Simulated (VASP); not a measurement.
# P in VASP: single point with PBEsol

Aim: the single point of P with PBEsol.

Everything below comes from runs of VASP 6.6.1. Logs are shortened: lines on timing, memory, paths and dates and some standing lists are left out, and cuts for length are marked.

### 1 The cell of the first run

The cell holds a slab with vacuum, 4 atoms: a = 3.473 Å, b = 35.319 Å, c = 4.726 Å, α = 89.58°, β = 91.63°, γ = 88.63°.

### 2 Single point, PBEsol (atoms moved at random and the cell strained at random)

File INCAR:

```
SYSTEM = P
  PREC = Accurate
  ENCUT = 520
  EDIFF = 1E-6
  ISMEAR = 0
  SIGMA = 0.05
  LREAL = .False.
  LASPH = .True.
  NELM = 100
  ALGO = Normal
  ISIF = 2
  LWAVE = .False.
  LCHARG = .False.
  GGA = PS
  NBANDS = 18
```

File KPOINTS:

```
regular mesh
0
Gamma
  8 1 6
  0 0 0
```

File POSCAR:

```
P
1.0
    3.4727540505      0.0406712133     -0.0486997727
    0.4317281652     35.3159619706      0.1329418615
   -0.0686967653      0.0176663917      4.7250708677
P
4
Direct
    0.0010948614      0.9701347693      0.5981347903
   -0.0284649225      0.0274448629      0.4154972521
    0.5017253059      0.0314288047      0.0844796880
    0.5256447552      0.9709915631      0.9018882696
```

Potentials or basis: VASP PAW PBE potentials, release 64 (P).

Command:

```sh
$ cat potpaw_PBE.64/P/POTCAR > POTCAR
$ mpirun -np 1 vasp_std > vasp.out
```

OUTCAR:

```text
SYSTEM = P
   PREC = Accurate
   ENCUT = 520
   EDIFF = 1E-6
   ISMEAR = 0
   LREAL = .False.
   LASPH = .True.
   NELM = 100
   ISIF = 2
   GGA = PS

 ion  position               nearest neighbor table
   1  0.001  0.970  0.598-   2 2.19   4 2.22   4 2.29
   2  0.972  0.027  0.415-   1 2.19   3 2.23   3 2.46
   3  0.502  0.031  0.084-   2 2.23   4 2.31   2 2.46
   4  0.526  0.971  0.902-   1 2.22   1 2.29   3 2.31

  LATTYP: Found a triclinic cell.
 ALAT       =     3.4733336308
 B/A-ratio  =    10.1938364617
 C/A-ratio  =     1.3605382465
 COS(alpha) =     0.0101027396
 COS(beta)  =     0.0285104077
 COS(gamma) =     0.0742801466

  Lattice vectors:

 A1 = (   3.4727540505,   0.0406712133,  -0.0486997727)
 A2 = (   3.0410258853, -35.2752907573,  -0.1816416342)
 A3 = (   0.0686967653,  -0.0176663917,  -4.7250708677)

Analysis of symmetry for initial positions (statically):
=====================================================================
 Subroutine PRICEL returns:
 Original cell was already a primitive cell.

 Routine SETGRP: Setting up the symmetry group for a
 triclinic supercell.

 Subroutine GETGRP returns: Found  1 space group operations
 (whereof  1 operations were pure point group operations)
 out of a pool of  2 trial point group operations.

The static configuration has the point symmetry C_1 .

Analysis of symmetry for dynamics (positions and initial velocities):
=====================================================================
 Subroutine PRICEL returns:
 Original cell was already a primitive cell.

 Routine SETGRP: Setting up the symmetry group for a
 triclinic supercell.

 Subroutine GETGRP returns: Found  1 space group operations
 (whereof  1 operations were pure point group operations)
 out of a pool of  2 trial point group operations.

The dynamic configuration has the point symmetry C_1 .

 Subroutine INISYM returns: Found  1 space group operations
 (whereof  1 operations are pure point group operations),
 and found     1 'primitive' translations

----------------------------------------------------------------------------------------

                                     Primitive cell

  volume of cell :     579.2899

  direct lattice vectors                    reciprocal lattice vectors
     3.472754050  0.040671213 -0.048699773     0.288056236 -0.003537225  0.004201211
     0.431728165 35.315961971  0.132941862    -0.000333226  0.028320298 -0.000110730
    -0.068696765  0.017666392  4.725070868     0.002978278 -0.000833261  0.211683453

  length of vectors
     3.473333631 35.318850953  4.725603247     0.288108586  0.028322475  0.211706044

  position of ions in fractional coordinates (direct lattice)
     0.001094861  0.970134769  0.598134790
     0.971535078  0.027444863  0.415497252
     0.501725306  0.031428805  0.084479688
     0.525644755  0.970991563  0.901888270

  ion indices of the primitive-cell ions
   primitive index   ion index
                 1           1
                 2           2
                 3           3
                 4           4

----------------------------------------------------------------------------------------

 KPOINTS: regular mesh

Automatic generation of k-mesh.
 Grid dimensions read from file:
 generate k-points for:    8    1    6

 Generating k-lattice:

  Cartesian coordinates                     Fractional coordinates (reciprocal lattice)
     0.036007030 -0.000442153  0.000525151     0.125000000  0.000000000  0.000000000
    -0.000333226  0.028320298 -0.000110730     0.000000000  1.000000000 -0.000000000
     0.000496380 -0.000138877  0.035280576    -0.000000000  0.000000000  0.166666667

  Length of vectors
     0.036013573  0.028322475  0.035284341

  Shift w.r.t. Gamma in fractional coordinates (k-lattice)
     0.000000000  0.000000000  0.000000000

 Subroutine IBZKPT returns following result:
 ===========================================

 Found     26 irreducible k-points:

 Following reciprocal coordinates:
            Coordinates               Weight
  0.000000  0.000000  0.000000      1.000000
  0.125000 -0.000000  0.000000      2.000000
  0.250000 -0.000000  0.000000      2.000000
  0.375000 -0.000000  0.000000      2.000000
  0.500000 -0.000000  0.000000      1.000000
  0.000000 -0.000000  0.166667      2.000000
[... 16 lines left out ...]
  0.125000 -0.000000  0.500000      2.000000
  0.250000 -0.000000  0.500000      2.000000
 [... further k-points ...]
   k-points           NKPTS =     26   k-points in BZ     NKDIM =     26   number of bands    NBANDS=     18
   number of dos      NEDOS =    301   number of ions     NIONS =      4
   total plane-waves  NPLWV = 272160
   dimension x,y,z NGX =    28 NGY =  270 NGZ =   36
   dimension x,y,z NGXF=    56 NGYF=  540 NGZF=   72
   ions per type =               4
   NGX,Y,Z   is equivalent  to a cutoff of  13.40, 12.71, 12.66 a.u.
   NGXF,Y,Z  is equivalent  to a cutoff of  26.80, 25.42, 25.33 a.u.
 SYSTEM =  P
   PREC   = accura    normal or accurate (medium, high low for compatibility)
   ISTART =      0    job   : 0-new  1-cont  2-samecut
   ICHARG =      2    charge: 1-file 2-atom 10-const
   ISPIN  =      1    spin polarized calculation?
   LNONCOLLINEAR =      F non collinear calculations
   LSORBIT =      F    spin-orbit coupling
   LASPH  =      T    aspherical Exc in radial PAW
   ENCUT  =  520.0 eV  38.22 Ry    6.18 a.u.   6.46 65.67  8.79*2*pi/ulx,y,z
   NELM   =    100;   NELMIN=  2; NELMDL= -5     # of ELM steps
   EDIFF  = 0.1E-05   stopping-criterion for ELM
   LREAL  =      F    real-space projection
   EDIFFG = 0.1E-04   stopping-criterion for IOM
   NSW    =      0    number of steps for IOM
   IBRION =     -1    ionic relax: 0-MD 1-quasi-New 2-CG
   NFREE  =      0    steps in history (QN), initial steepest desc. (CG)
   ISIF   =      2    stress and relaxation
   ISYM   =      2    0-nonsym 1-usesym 2-fastsym
   POTIM  = 0.5000    time-step for ionic-motion
   TEBEG  =    0.0;   TEEND  =   0.0 temperature during run
   PSTRESS=    0.0 pullay stress
   NELECT =      20.0000    total number of electrons
   NUPDOWN=      -1.0000    fix difference up-down
   EMIN   =  10.00;   EMAX   =-10.00  energy-range for DOS
   EFERMI =   0.00;   METHOD = LEGACY
   ISMEAR =     0;   SIGMA  =   0.05  broadening in eV -4-tet -1-fermi 0-gaus
   EFERMI_NEDOS =   21; number of points for ismear=-14 and -15
   IALGO  =     38    algorithm
   IMIX   =      4    mixing-type and parameters
     AMIX     =   0.40;   BMIX     =  1.00
     AMIX_MAG =   1.60;   BMIX_MAG =  1.00
  volume/ion in A,a.u.               =     144.82       977.31
  Fermi-wavevector in a.u.,A,eV,Ry     =   0.533072  1.007361  3.866315  0.284166
  Thomas-Fermi vector in A             =   1.556851
   LORBIT       =      0    0 simple, 1 ext, 2 COOP (PROOUT), +10 PAW based schemes
   GGA     = PS    functional components
   LHFCALC =     F    Hartree Fock is set to
   AEXX    =    0.0000 exact exchange contribution
   IVDW    =     0    specifies the selected vdW correction
   LEPSILON=     F    determine dielectric tensor
   LRPA    =     F    only Hartree local field effects (RPA)
 non-spin polarized calculation
 Gauss-broadening in eV      SIGMA  =   0.05
  energy-cutoff  :      520.00
  volume of cell :      579.29
 maximum number of plane-waves:     15668
 NGX is ok and might be reduce to    28
   NGX = 13   NGY =131   NGZ = 17

 number of electron      20.0000002 magnetization

 Free energy of the ion-electron system (eV)
  ---------------------------------------------------
  ext. energy  EPLUGINS =         0.00000000
  ---------------------------------------------------
  free energy    TOTEN  =       -22.42160352 eV

  energy without entropy =      -22.42160352  energy(sigma->0) =      -22.42160352

 E-fermi :  -3.4698     XC(G=0):  -1.6912

 val. band max:       -3.7105981625   @ k =   0.0000   0.0000   0.0000
 cond. band min:      -2.7679464927   @ k =   0.0000   0.0000   0.0000
 fundamental gap:      0.9426516699
 Fermi energy:        -3.4697869753

 k-point     1 :       0.0000    0.0000    0.0000
  band No.  band energies     occupation
      1     -18.1762      2.00000
      2     -15.5850      2.00000
      3     -12.9817      2.00000
      4      -9.0000      2.00000
      5      -8.4043      2.00000
      6      -7.8657      2.00000
[... 10 lines left out ...]
     17       1.5025      0.00000
     18       1.6502      0.00000

 k-point     2 :       0.1250   -0.0000    0.0000
  band No.  band energies     occupation
      1     -18.0152      2.00000
      2     -15.4166      2.00000
      3     -13.0970      2.00000
      4      -8.9243      2.00000
      5      -8.6974      2.00000
      6      -7.9676      2.00000
[... 10 lines left out ...]
     17       1.3120      0.00000
     18       1.6946      0.00000

 k-point     3 :       0.2500   -0.0000    0.0000
  band No.  band energies     occupation
      1     -17.5402      2.00000
      2     -14.9212      2.00000
      3     -13.5766      2.00000
      4      -9.9105      2.00000
      5      -8.8072      2.00000
      6      -8.4815      2.00000
[... 10 lines left out ...]
     17       1.7794      0.00000
     18       1.8726      0.00000

 k-point     4 :       0.3750   -0.0000    0.0000
  band No.  band energies     occupation
      1     -16.7861      2.00000
      2     -14.5796      2.00000
      3     -14.0425      2.00000
      4     -11.3715      2.00000
      5      -8.8783      2.00000
      6      -8.2696      2.00000
[... 375 lines left out ...]
      4     -11.5752      2.00000
      5      -6.8518      2.00000
      6      -6.5413      2.00000
[... 10 lines left out ...]
     17       2.3582      0.00000
     18       2.4074      0.00000

 k-point    23 :       0.1250   -0.0000    0.5000
  band No.  band energies     occupation
      1     -17.1939      2.00000
      2     -16.6739      2.00000
      3     -12.0418      2.00000
      4     -11.5661      2.00000
      5      -7.8918      2.00000
      6      -7.2801      2.00000
[... 10 lines left out ...]
     17       2.5989      0.00000
     18       2.6354      0.00000

 k-point    24 :       0.2500   -0.0000    0.5000
  band No.  band energies     occupation
      1     -16.7517      2.00000
      2     -16.2473      2.00000
      3     -12.1562      2.00000
      4     -11.7747      2.00000
      5      -8.9845      2.00000
      6      -8.5655      2.00000
[... 10 lines left out ...]
     17       2.4136      0.00000
     18       2.5798      0.00000

 [... further k-points ...]
[... 5 lines left out ...]
  --------------------------------------------------------------------------------------
  -------------------------------------------------------------------------------------
  Total       -5.6777415     -0.2825447     -2.6950320      0.2050097     -0.1139316      0.9823654
  in kB      -15.7032747     -0.7814511     -7.4538136      0.5670077     -0.3151075      2.7169877
  external PRESSURE =      -7.9795131 kB  Pullay stress =       0.0000000 kB

 VOLUME and BASIS-vectors are now :
 -----------------------------------------------------------------------------
  energy-cutoff  :      520.00
  volume of cell :      579.29
      direct lattice vectors                 reciprocal lattice vectors
     3.472754050  0.040671213 -0.048699773     0.288056236 -0.003537225  0.004201211
     0.431728165 35.315961971  0.132941862    -0.000333226  0.028320298 -0.000110730
    -0.068696765  0.017666392  4.725070868     0.002978278 -0.000833261  0.211683453

 POSITION                                       TOTAL-FORCE (eV/Angst)
 -----------------------------------------------------------------------------------
      0.38155     34.27185      2.95515         0.318848     -0.460062     -0.283610
      3.35721      1.01610      1.91959         0.889714      0.711106     -0.751060
      1.75013      1.13184      0.37892        -0.701039     -0.797198      0.643513
      2.18268     34.32881      4.36497        -0.507523      0.546154      0.391157
 -----------------------------------------------------------------------------------
    total drift:                                0.000007      0.000160     -0.000069

  FREE ENERGIE OF THE ION-ELECTRON SYSTEM (eV)
  ---------------------------------------------------
  free  energy   TOTEN  =       -22.4216035205 eV

  energy  without entropy=      -22.4216035205  energy(sigma->0) =      -22.42160352
```

It took 4.5 min on 1 thread of AMD EPYC 9R45 (Zen 5), shared host; peak memory 0.66 GiB.

What came out:

```
Free energy            : -22.4216 eV
Largest force          : 1.364 eV/Å
Band gap on the k mesh : 0.94 eV, direct
```

Forces in eV/Å, atoms in the order of the input:
```
P    0.319 -0.460 -0.284
P    0.890  0.711 -0.751
P   -0.701 -0.797  0.644
P   -0.508  0.546  0.391
```

Caveat: the cell differs from its parent crystal (atoms moved at random and the cell strained at random); the PAW data sets were made with another functional, which shifts forces and pressure a little.
